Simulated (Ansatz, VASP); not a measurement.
# CaSe: VASP beside Ansatz

```
Ca Se
1.0
     3.63862    0.03473    0.03473
     0.03473    3.63862    0.03473
     0.03473    0.03473    3.63862
Ca Se
1 1
Cartesian
  0.0000 0.0000 0.0000
  1.8540 1.8540 1.8540
```

Change from the starting cell: epitaxial_111 strain -0.9%.

Alike in both runs: task single point; functional PBE; k mesh 8 × 8 × 8; occupations fermi-dirac, width 0.02 eV; no spin polarisation.

|  | VASP | Ansatz |
| --- | --- | --- |
| version | VASP 6.6.1 | Ansatz 0.2.0 |
| potentials or method | VASP PAW PBE potentials, release 64 (Ca_sv, Se) | plane waves, PAW |
| plane-wave cutoff (eV) | 520 | 420 |
| valence electrons in the cell | 16 | 26 |

```csv
,VASP,Ansatz,Ansatz less VASP
gap on the k mesh at the Fermi level (eV),0.77,0.78,+0.007
pressure (GPa),0.7,0.5,-0.16
"traceless stress, the component that is largest in VASP (GPa)",0.06,0.07,+0.007
```

The functional is the same, so the differences come from potentials, cutoffs and numerics. VASP's potentials hold 16 valence electrons a cell and Ansatz's 26, so a difference there can come from the potentials and not from the codes.
